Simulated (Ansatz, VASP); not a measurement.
Two plane-wave programs on Ag

```
CELL_PARAMETERS angstrom
0.00000 1.96648 2.04310
1.96648 0.00000 2.04310
1.96648 1.96648 0.00000
ATOMIC_POSITIONS crystal
Ag 0.00000 0.00000 0.00000
```

Change from the starting cell: strain -0.0375 x Voigt [1, 1, 0, 0, 0, 0], atoms carried along.

Alike in both runs: task single point; functional PBE; k mesh 20 × 20 × 20; occupations gaussian, width 0.15 eV; no spin polarisation.

|  | VASP | Ansatz |
| --- | --- | --- |
| version | VASP 6.6.1 | Ansatz 0.2.0 |
| potentials or method | VASP PAW PBE potentials, release 64 (Ag), cutoff 520 eV | scalar-relativistic, plane waves, PAW |
| valence electrons in the cell | 11 | 19 |

```csv
,VASP,Ansatz,Ansatz less VASP
gap on the k mesh at the Fermi level (eV),none,none,-
pressure (GPa),15.6,15.8,+0.25
"traceless stress, the component that is largest in VASP (GPa)",-1.51,-1.52,-0.008
```

A gap of «none» marks a metal or a gap that the smearing closes. VASP's potentials hold 11 valence electrons a cell and Ansatz's 19, so a difference there can come from the potentials and not from the codes.
